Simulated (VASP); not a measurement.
Set up this calculation in VASP 6.6.1, as the native input.

```
Task                   : single point
Functional             : revPBE
Potentials or basis    : VASP PAW PBE potentials, release 64 (Zr_sv)
Cutoff                 : 520 eV
k mesh                 : 10 × 10 × 10
Occupations            : fermi-dirac, width 0.1 eV
Spin                   : no spin polarisation
Dipole correction      : no
Further INCAR settings : ALGO = Normal; EDIFF = 1e-06; NBANDS = 19
```

The structure of Zr lies in POSCAR:

```
Zr
1.0
    0.0000000000      3.1739944622      3.1739944622
    3.1739944622      0.0000000000      3.1739944622
    3.1739944622      3.1739944622      0.0000000000
Zr
2
Direct
    0.1250000000      0.1250000000      0.1250000000
    0.8750000000      0.8750000000      0.8750000000
```

One way to write it, as run:

INCAR

```
SYSTEM = Zr
PREC = Accurate
ENCUT = 520
EDIFF = 1E-6
ISMEAR = -1
SIGMA = 0.1
LREAL = .False.
LASPH = .True.
NELM = 80
ALGO = Normal
ISIF = 2
LWAVE = .False.
LCHARG = .False.
GGA = RE
NBANDS = 19
```

KPOINTS

```
Automatic mesh
0
Gamma
  10 10 10
  0 0 0
```

Potentials or basis: VASP PAW PBE potentials, release 64 (Zr_sv).

Launch:

```bash
$ cat potpaw_PBE.64/Zr_sv/POTCAR > POTCAR
$ mpirun -np 1 vasp_std > vasp.out
```

Results of the run:

```json
{"Pressure": "0.1 GPa", "Band gap on the k mesh": "zero (band 12 reaches 5.44 eV, above the bottom of band 13 at 5.26 eV)"}
```

Caveat: the PAW data sets were made with another functional, which shifts forces and pressure a little.

It took 21 s on 1 thread of Intel(R) Xeon(R) 6975P-C (Granite Rapids), with other jobs on the host, peak memory 0.21 GiB.
